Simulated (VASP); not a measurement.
# B2Sb3Os (P-4m2) in VASP: further runs, part 2 of 2

VASP 6.6.1. Earlier steps stand in the parts before.

## (4) Relaxation of cell and atoms, PBE

File INCAR:

```
SYSTEM = B2Sb3Os
PREC = Accurate
ENCUT = 600
EDIFF = 1E-6
ISMEAR = 0
SIGMA = 0.1
LREAL = .False.
LASPH = .True.
NELM = 100
ALGO = Fast
ISIF = 3
LWAVE = .False.
LCHARG = .False.
GGA = PE
IBRION = 2
NSW = 90
EDIFFG = -0.04
```

File KPOINTS:

```
Automatic mesh
0
Gamma
  6 6 2
  0 0 0
```

File POSCAR:

```
B2Sb3Os
1.0
    3.7034584600      0.0000000000      0.0000000000
    0.0000000000      3.7034584600      0.0000000000
    0.0000000000      0.0000000000      8.1241725000
B Sb Os
2 3 1
Direct
    0.0000000000      0.5000000000      0.7372320300
    0.5000000000      0.0000000000      0.2627679700
    0.5000000000      0.5000000000      0.0000000000
    0.0000000000      0.5000000000      0.3774000100
    0.5000000000      0.0000000000      0.6225999900
    0.0000000000      0.0000000000      0.0000000000
```

Started as:

```
cat potpaw_PBE.64/B/POTCAR potpaw_PBE.64/Sb/POTCAR potpaw_PBE.64/Os/POTCAR > POTCAR
mpirun -np 1 vasp_std > vasp.out
```

Run time: 43 min. Hardware: 1 thread of Oxide Virtual Turin-like, shared host; peak memory 0.25 GiB.

The run converged. Its results:

* Free energy: -32.6441 eV
* Relaxed volume: 20.68 Å³/atom
* Relaxed cell: a = 4.047 Å, b = 4.047 Å, c = 7.577 Å, α = 90.00°, β = 90.00°, γ = 90.00°
* Space group after relaxing (to 0.1 Å): P-4m2 (No. 115)
* Energy gained by relaxing: 589.1 meV/atom
* Ionic steps: 41
* Pressure after relaxing: 0.0 GPa
* Largest force after relaxing: 0.031 eV/Å
* Band gap on the k mesh: zero (an odd number of electrons rules out a gap without spin polarisation)

Forces in eV/Å, atoms in the order of the input:
```
B    0.000  0.000 -0.002
B    0.000  0.000  0.002
Sb   0.000  0.000  0.000
Sb   0.000  0.000 -0.031
Sb   0.000  0.000  0.031
Os   0.000  0.000  0.000
```

Step by step:
```
step  energy change (eV)  largest force (eV/Å)  pressure (GPa)  volume (Å³)
   1              0.0000                0.9978           -4.11       111.43
   3             -0.4109                0.6296            5.80       100.91
   5             -0.8240                0.7116            3.12       102.11
   7             -0.8958                0.6221           -2.19       106.42
   9             -1.1917                0.7068           -2.17       106.10
  11             -2.0394                1.4394           11.73       104.67
  13             -2.2186                0.4446            5.91       105.50
  15             -2.4398                1.1165            4.82       109.59
  17             -2.7894                1.7638            0.39       117.87
  19             -2.9761                1.2930           -3.74       122.90
  21             -3.1571                0.4188           -0.90       119.16
  23             -3.2735                0.4820            3.06       115.50
  25             -3.4006                0.3944           -0.81       120.75
  27             -3.4129                0.4347           -1.74       122.15
  29             -3.4632                0.4165           -0.62       121.55
  31             -3.4788                0.1831            0.96       119.91
  33             -3.5075                0.0751           -0.06       122.20
  35             -3.5202                0.2228            0.17       122.91
  37             -3.5321                0.1482            0.02       123.90
  39             -3.5343                0.0456            0.18       123.92
  41             -3.5346                0.0307           -0.01       124.11
```

Final structure:
```
CELL_PARAMETERS angstrom
4.04716 0.00000 0.00000
0.00000 4.04716 0.00000
0.00000 0.00000 7.57700
ATOMIC_POSITIONS crystal
B 0.00000 0.50000 0.85239
B 0.50000 0.00000 0.14761
Sb 0.50000 0.50000 0.00000
Sb 0.00000 0.50000 0.55357
Sb 0.50000 0.00000 0.44643
Os 0.00000 0.00000 0.00000
```

Levels at points of the mesh, in eV from the Fermi level:
```
           k point  band 12  band 13  band 14  band 15  band 16  band 17  band 18
(0.00, 0.00, 0.00)    -2.30    -2.11    -0.80    -0.67    -0.34     2.70     2.70
(0.50, 0.00, 0.00)    -0.36    -0.28    -0.10     0.25     1.19     1.20     1.34
(0.50, 0.50, 0.00)    -2.99    -1.40    -1.40    -1.07    -0.06     0.05     4.13
(0.00, 0.00, 0.50)    -2.12    -2.11    -0.82    -0.67    -0.34     2.35     2.88
(0.50, 0.00, 0.50)    -0.43    -0.23    -0.15     0.05     0.31     1.39     2.00
(0.50, 0.50, 0.50)    -2.76    -2.01    -2.01    -1.33    -0.22     1.20     1.75
```

Caveat: the k points lie up to 0.41 Å⁻¹ apart in the final cell, too coarse for converged energies and pressures of a metal; spin-orbit coupling is left out, which moves the levels of the heavy elements; an odd number of electrons without spin polarisation forces a metal; a magnetic or distorted state may lie lower.

## (5) Single point, PBE

This run uses another cell than the first one, of 20.58 Å³/atom.

File INCAR:

```
ALGO = Fast
EDIFF = 1E-7
ENCUT = 520
GGA = PE
ISIF = 2
ISMEAR = 0
LASPH = True
LCHARG = True
LELF = True
LREAL = False
LVHAR = True
LWAVE = False
NBANDS = 24
NELM = 60
PREC = Accurate
SIGMA = 0.1
```

File KPOINTS:

```
k-points
0
Gamma
  10 10 6
```

File POSCAR:

```
B2Sb3Os
1.0
    4.0485791306      0.0000000000      0.0000000000
    0.0000000000      4.0485791306      0.0000000000
    0.0000000000      0.0000000000      7.5327522999
B Sb Os
2 3 1
Direct
    0.0000000000      0.5000000000      0.8535542062
    0.5000000000      0.0000000000      0.1464457938
    0.5000000000      0.5000000000      0.0000000000
    0.0000000000      0.5000000000      0.5532446692
    0.5000000000      0.0000000000      0.4467553308
    0.0000000000      0.0000000000      0.0000000000
```

Started as:

```
cat potpaw_PBE.64/B/POTCAR potpaw_PBE.64/Sb/POTCAR potpaw_PBE.64/Os/POTCAR > POTCAR
mpirun -np 1 vasp_std > vasp.out
```

Wall time 7.8 min (1 thread of Oxide Virtual Turin-like, shared host); peak memory 0.36 GiB.

It converged, with:

```yaml
Free_energy: -32.6704 eV
Pressure: 0.3 GPa
Largest_force: 0.025 eV/Å
Band_gap_on_the_k_mesh: zero (an odd number of electrons rules out a gap without spin polarisation)
```

Forces on the atoms (eV/Å):
```
B    0.000  0.000 -0.018
B    0.000  0.000  0.018
Sb   0.000  0.000  0.000
Sb   0.000  0.000 -0.025
Sb   0.000  0.000  0.025
Os   0.000  0.000  0.000
```

Stress tensor (GPa, compression positive):
```
0.26 0.00 0.00
0.00 0.26 0.00
0.00 0.00 0.34
```

Levels at points of the mesh, in eV from the Fermi level:
```
           k point  band 11  band 12  band 13  band 14  band 15  band 16  band 17  band 18  band 19  band 20
(0.00, 0.00, 0.00)    -2.34    -2.34    -2.11    -0.77    -0.67    -0.32     2.73     2.73     3.14     3.32
(0.50, 0.00, 0.00)    -1.46    -0.39    -0.25    -0.13     0.22     1.19     1.24     1.35     2.10     2.37
(0.50, 0.50, 0.00)    -3.79    -3.01    -1.36    -1.36    -1.05    -0.05     0.07     3.57     4.15     4.15
(0.00, 0.00, 0.50)    -2.14    -2.14    -2.11    -0.80    -0.62    -0.33     2.38     2.84     3.42     3.42
(0.50, 0.00, 0.50)    -1.04    -0.47    -0.21    -0.12     0.02     0.29     1.39     1.92     1.97     2.11
(0.50, 0.50, 0.50)    -3.19    -2.79    -1.99    -1.99    -1.32    -0.21     1.26     1.79     3.59     3.78
```

Caveat: spin-orbit coupling is left out, which moves the levels of the heavy elements; an odd number of electrons without spin polarisation forces a metal; a magnetic or distorted state may lie lower.

## (6) Relaxation of cell and atoms, PBE

This run uses another cell than the first one, of 20.58 Å³/atom.

File INCAR:

```
SYSTEM = B2Sb3Os
PREC = Accurate
ENCUT = 600
EDIFF = 1E-6
ISMEAR = 0
SIGMA = 0.1
LREAL = .FALSE.
LASPH = .TRUE.
NELM = 60
ALGO = Fast
ISIF = 3
LWAVE = .FALSE.
LCHARG = .FALSE.
GGA = PE
IBRION = 2
NSW = 100
EDIFFG = -0.01
```

File KPOINTS:

```
Automatic mesh
0
G
  10 10 6
  0 0 0
```

File POSCAR:

```
B2Sb3Os
1.0
    4.0433966968      0.0000000000      0.0000000000
    0.0000000000      4.0433966968      0.0000000000
    0.0000000000      0.0000000000      7.5533627864
B Sb Os
2 3 1
Direct
    0.0000000000      0.5000000000      0.8520357950
    0.5000000000      0.0000000000      0.1479642050
    0.5000000000      0.5000000000      0.0000000000
    0.0000000000      0.5000000000      0.5529453168
    0.5000000000      0.0000000000      0.4470546832
    0.0000000000      0.0000000000      0.0000000000
```

Potentials or basis: VASP PAW PBE potentials, release 64 (B, Sb, Os).

Started as:

```
cat potpaw_PBE.64/B/POTCAR potpaw_PBE.64/Sb/POTCAR potpaw_PBE.64/Os/POTCAR > POTCAR
mpirun -np 1 vasp_std > vasp.out
```

OUTCAR:

```text
SYSTEM = B2Sb3Os
   PREC = Accurate
   ENCUT = 600
   EDIFF = 1E-6
   ISMEAR = 0
   LREAL = .FALSE.
   LASPH = .TRUE.
   NELM = 60
   ISIF = 3
   GGA = PE
   IBRION = 2
   NSW = 100
   EDIFFG = -0.01

 ion  position               nearest neighbor table
   1  0.000  0.500  0.852-   4 2.26   3 2.31   6 2.31   6 2.31   3 2.31
   2  0.500  0.000  0.148-   5 2.26   3 2.31   6 2.31   3 2.31   6 2.31
   3  0.500  0.500  0.000-   1 2.31   2 2.31   2 2.31   1 2.31   6 2.86   6 2.86   6 2.86   6 2.86

   4  0.000  0.500  0.553-   1 2.26   5 2.97   5 2.97   5 2.97   5 2.97
   5  0.500  0.000  0.447-   2 2.26   4 2.97   4 2.97   4 2.97   4 2.97
   6  0.000  0.000  0.000-   1 2.31   2 2.31   1 2.31   2 2.31   3 2.86   3 2.86   3 2.86   3 2.86

  LATTYP: Found a simple tetragonal cell.
 ALAT       =     4.0433966968
 C/A-ratio  =     1.8680736403

  Lattice vectors:

 A1 = (   4.0433966968,   0.0000000000,   0.0000000000)
 A2 = (   0.0000000000,   4.0433966968,   0.0000000000)
 A3 = (   0.0000000000,   0.0000000000,   7.5533627864)

Analysis of symmetry for initial positions (statically):
[... 190 lines left out ...]
  -------------------------------------------------------------------------------------
  Total        0.1476744      0.1476744      0.0935134      0.0000000      0.0000000      0.0000000
  in kB        1.9159435      1.9159435      1.2132532      0.0000000      0.0000000      0.0000000
  external PRESSURE =       1.6817134 kB  Pullay stress =       0.0000000 kB
[... 227 lines left out ...]
--------------------------------------- Ionic step        7  -------------------------------------------

 number of electron      28.9999999 magnetization

 Free energy of the ion-electron system (eV)
  ---------------------------------------------------
  ext. energy  EPLUGINS =         0.00000000
  ---------------------------------------------------
  free energy    TOTEN  =       -32.67285214 eV

  energy without entropy =      -32.65446758  energy(sigma->0) =      -32.66365986

 E-fermi :   6.9287     XC(G=0): -10.1249

 val. band max:        6.9228615461   @ k =   0.5000   0.3000   0.3333
 cond. band min:       6.9385271089   @ k =   0.4000   0.0000   0.5000
 fundamental gap:      0.0156655628
 Fermi energy:         6.9287287386

 k-point     1 :       0.0000    0.0000    0.0000
  band No.  band energies     occupation
      1      -6.3947      2.00000
      2      -5.0623      2.00000
      3      -2.1671      2.00000
      4       0.9420      2.00000
      5       2.7781      2.00000
      6       2.7844      2.00000
[... 481 lines left out ...]
      5       1.1527      2.00000
      6       2.2740      2.00000
[... 10 lines left out ...]
     17       8.7478      0.00000
     18       9.2763      0.00000

 [... further k-points ...]

------------------------ aborting loop because EDIFF is reached ----------------------------------------

  FORCE on cell =-STRESS in cart. coord.  units (eV):
  Direction    XX          YY          ZZ          XY          YZ          ZX
  --------------------------------------------------------------------------------------
  -------------------------------------------------------------------------------------
  Total       -0.0330538     -0.0330538      0.0203713      0.0000000      0.0000000     -0.0000000
  in kB       -0.4276300     -0.4276300      0.2635523      0.0000000      0.0000000     -0.0000000
  external PRESSURE =      -0.1972359 kB  Pullay stress =       0.0000000 kB
[... 21 lines left out ...]
  FREE ENERGIE OF THE ION-ELECTRON SYSTEM (eV)
  ---------------------------------------------------
  free  energy   TOTEN  =       -32.6728521408 eV

  energy  without entropy=      -32.6544675812  energy(sigma->0) =      -32.66365986

 reached required accuracy - stopping structural energy minimisation
```

OSZICAR:

```text
N       E                     dE             d eps       ncg     rms          rms(c)
DAV:   1     0.178184046060E+03    0.17818E+03   -0.11881E+04  3024   0.148E+03
DAV:   2    -0.165979341442E+02   -0.19478E+03   -0.18978E+03  3638   0.296E+02
[... 51 lines left out ...]
   6 F= -.32672845E+02 E0= -.32663694E+02  d E =-.362993E-03
       N       E                     dE             d eps       ncg     rms          rms(c)
DAV:   1    -0.326728998441E+02   -0.55293E-04   -0.33503E-03  3218   0.381E-01    0.517E-02
RMM:   2    -0.326728679503E+02    0.31894E-04   -0.16189E-04  3025   0.881E-02    0.278E-02
RMM:   3    -0.326728596621E+02    0.82882E-05   -0.50641E-05  3122   0.488E-02    0.232E-02
RMM:   4    -0.326728518428E+02    0.78193E-05   -0.25108E-05  3131   0.381E-02    0.450E-03
RMM:   5    -0.326728521408E+02   -0.29798E-06   -0.59664E-06  2365   0.166E-02
   7 F= -.32672852E+02 E0= -.32663660E+02  d E =-.756128E-05
```

CONTCAR:

```text
B2Sb3Os
   1.00000000000000
     4.0519418814003192    0.0000000000000000   -0.0000000000000000
     0.0000000000000000    4.0519418814003192    0.0000000000000000
     0.0000000000000000    0.0000000000000000    7.5428727596294305
  B               Sb              Os
     2     3     1
Direct
     0.0000000000000000    0.5000000000000000    0.8532741278017613
     0.5000000000000000    0.0000000000000000    0.1467258721982389
     0.5000000000000000    0.5000000000000000    0.0000000000000000
     0.0000000000000000    0.5000000000000000    0.5530231494918022
     0.5000000000000000    0.0000000000000000    0.4469768505081977
     0.0000000000000000    0.0000000000000000    0.0000000000000000

  0.00000000E+00  0.00000000E+00  0.00000000E+00
  0.00000000E+00  0.00000000E+00  0.00000000E+00
  0.00000000E+00  0.00000000E+00  0.00000000E+00
  0.00000000E+00  0.00000000E+00  0.00000000E+00
  0.00000000E+00  0.00000000E+00  0.00000000E+00
  0.00000000E+00  0.00000000E+00  0.00000000E+00
```

Run time: 23 min. Hardware: 1 thread of Oxide Virtual Turin-like, shared host; peak memory 0.42 GiB.

Results:

```
Free energy                           : -32.6729 eV
Relaxed volume                        : 20.64 Å³/atom
Relaxed cell                          : a = 4.052 Å, b = 4.052 Å, c = 7.543 Å, α = 90.00°, β = 90.00°, γ = 90.00°
Space group after relaxing (to 0.1 Å) : P-4m2 (No. 115)
Energy gained by relaxing             : 0.2 meV/atom
Ionic steps                           : 7
Pressure after relaxing               : 0.0 GPa
Largest force after relaxing          : 0.008 eV/Å
Band gap on the k mesh                : zero (an odd number of electrons rules out a gap without spin polarisation)
```

Forces on the atoms (eV/Å):
```
B    0.000  0.000  0.008
B    0.000  0.000 -0.008
Sb   0.000  0.000  0.000
Sb   0.000  0.000 -0.005
Sb   0.000  0.000  0.005
Os   0.000  0.000  0.000
```

The path:
| step | energy change (eV) | largest force (eV/Å) | pressure (GPa) | volume (Å³) |
| --- | --- | --- | --- | --- |
| 1 | 0.0000 | 0.0931 | 0.17 | 123.49 |
| 2 | -0.0007 | 0.0351 | -0.09 | 123.88 |
| 3 | -0.0007 | 0.0309 | -0.09 | 123.91 |
| 4 | -0.0010 | 0.0168 | -0.01 | 123.81 |
| 5 | -0.0011 | 0.0125 | 0.03 | 123.77 |
| 6 | -0.0011 | 0.0109 | 0.04 | 123.76 |
| 7 | -0.0011 | 0.0081 | -0.02 | 123.84 |

Final structure:
```
B Sb Os
1.0
     4.05194    0.00000    0.00000
     0.00000    4.05194    0.00000
     0.00000    0.00000    7.54287
B Sb Os
2 3 1
Direct
  0.00000 0.50000 0.85327
  0.50000 0.00000 0.14673
  0.50000 0.50000 0.00000
  0.00000 0.50000 0.55302
  0.50000 0.00000 0.44698
  0.00000 0.00000 0.00000
```

Caveat: spin-orbit coupling is left out, which moves the levels of the heavy elements; an odd number of electrons without spin polarisation forces a metal; a magnetic or distorted state may lie lower.

## (7) Summary

| task | cell | k mesh | cutoff (eV) | gap on the mesh (eV) | pressure (GPa) | relaxed volume (Å³/atom) | largest force (eV/Å) |
| --- | --- | --- | --- | --- | --- | --- | --- |
| single point | a = 3.703, b = 3.703, c = 8.124 Å, 6 atoms, atomic positions A | 6 × 6 × 2 | 520 | none | -4.1 | - | 1.00 |
| single point | a = 4.043, b = 4.043, c = 7.553 Å, 6 atoms, atomic positions B | 6 × 6 × 2 | 520 | none | 0.4 | - | 0.04 |
| relaxation of cell and atoms | relaxed from a = 3.703, b = 3.703, c = 8.124 Å, 6 atoms, atomic positions A | 6 × 6 × 2 | 600 | none | 0.0 | 20.68 | 0.03 |
| single point | a = 4.049, b = 4.049, c = 7.533 Å, 6 atoms, atomic positions C | 10 × 10 × 6 | 520 | none | 0.3 | - | 0.02 |
| relaxation of cell and atoms | relaxed from a = 4.043, b = 4.043, c = 7.553 Å, 6 atoms, atomic positions B | 10 × 10 × 6 | 600 | none | 0.0 | 20.64 | 0.01 |

Alike in all rows: level PBE; potentials or basis VASP PAW PBE potentials, release 64 (B, Sb, Os); no spin polarisation; smearing gaussian 0.1 eV.

Caveats: some runs use coarse meshes; spin-orbit coupling is left out, which moves the levels of the heavy elements; an odd number of electrons without spin polarisation forces a metal; a magnetic or distorted state may lie lower.

Total energies depend on the potentials used, so only differences within one code and one set of settings carry meaning.

The gap in the log of VASP goes by the Fermi energy; the results here count the filled bands.